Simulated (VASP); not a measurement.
Input of a VASP 6.6.1 run:

The input INCAR:

```
SYSTEM = ZrTi2B3
PREC = Accurate
ENCUT = 600
EDIFF = 1E-7
ISMEAR = 0
SIGMA = 0.1
LREAL = .False.
LASPH = .True.
NELM = 60
ALGO = Normal
ISIF = 3
LWAVE = .False.
LCHARG = .False.
GGA = PE
IBRION = 2
NSW = 100
EDIFFG = -0.01
```

File KPOINTS:

```
regular mesh
0
Gamma
  6 6 10
  0 0 0
```

The input POSCAR:

```
ZrTi2B3
1.0
    4.9504185174      0.0000000000      0.0000000000
   -2.4752092587      4.2871881954      0.0000000000
    0.0000000000      0.0000000000      3.5284350429
Zr Ti B
1 2 3
Direct
    0.0000000000      0.0000000000      0.5000000000
    0.6666666667      0.3333333333      0.0000000000
    0.3333333333      0.6666666667      0.0000000000
    0.5000000000      0.5000000000      0.5000000000
    0.5000000000      0.0000000000      0.5000000000
    0.0000000000      0.5000000000      0.5000000000
```

Potentials or basis: VASP PAW PBE potentials, release 64 (Zr_sv, Ti_sv, B).

Command:

```bash
$ cat potpaw_PBE.64/Zr_sv/POTCAR potpaw_PBE.64/Ti_sv/POTCAR potpaw_PBE.64/B/POTCAR > POTCAR
$ mpirun -np 1 vasp_std > vasp.out
```

(1) Estimate the band gap on the k mesh.

(2) Predict the space group after relaxing (to 0.1 Å).

(3) Estimate the relaxed volume.

(4) What does it give for the relaxed cell?

Results:

(1) zero (an odd number of electrons rules out a gap without spin polarisation).

(2) P6/mmm (No. 191).

(3) 12.49 Å³/atom.

(4) a = 4.941 Å, b = 4.941 Å, c = 3.545 Å, α = 90.00°, β = 90.00°, γ = 120.00°.
